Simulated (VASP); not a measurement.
Wanted: the native input for a VASP 6.6.1 run.

| Property | Result |
| --- | --- |
| Task | single point |
| Functional | LDA |
| Potentials or basis | VASP PAW LDA potentials, release 64 (K_sv, I) |
| Cutoff | 520 eV |
| k mesh | 6 × 6 × 6 |
| Occupations | gaussian, width 0.01 eV |
| Spin | no spin polarisation |
| Dipole correction | no |
| Further INCAR settings | ALGO = Normal; EDIFF = 1e-06; NBANDS = 15 |

The structure of KI lies in POSCAR:

```
KI
1.0
    0.0000000000      3.9658927787      3.9658927787
    3.9658927787      0.0000000000      3.9658927787
    3.9658927787      3.9658927787      0.0000000000
K I
1 1
Direct
    0.0000000000      0.0000000000      0.0000000000
    0.2500000000      0.2500000000      0.2500000000
```

One way to write it, as run:

INCAR

```
SYSTEM = KI
  PREC = Accurate
  ENCUT = 520
  EDIFF = 1E-6
  ISMEAR = 0
  SIGMA = 0.01
  LREAL = .False.
  LASPH = .True.
  NELM = 80
  ALGO = Normal
  ISIF = 2
  LWAVE = .False.
  LCHARG = .True.
  GGA = CA
  LELF = .True.
  LVHAR = .True.
  NBANDS = 15
```

KPOINTS

```
Automatic mesh
0
Gamma
  6 6 6
  0 0 0
```

Potentials or basis: VASP PAW LDA potentials, release 64 (K_sv, I).

Run with:

```sh
$ cat potpaw_LDA.64/K_sv/POTCAR potpaw_LDA.64/I/POTCAR > POTCAR
$ mpirun -np 1 vasp_std > vasp.out
```

It gave:

The pressure is -0.8 GPa and the band gap on the k mesh is 3.65 eV.

Caveat: spin-orbit coupling is left out, which moves the levels of the heavy elements.

It took 13 s on 1 thread of Intel(R) Xeon(R) 6975P-C (Granite Rapids) (shared host), peak memory 0.21 GiB.
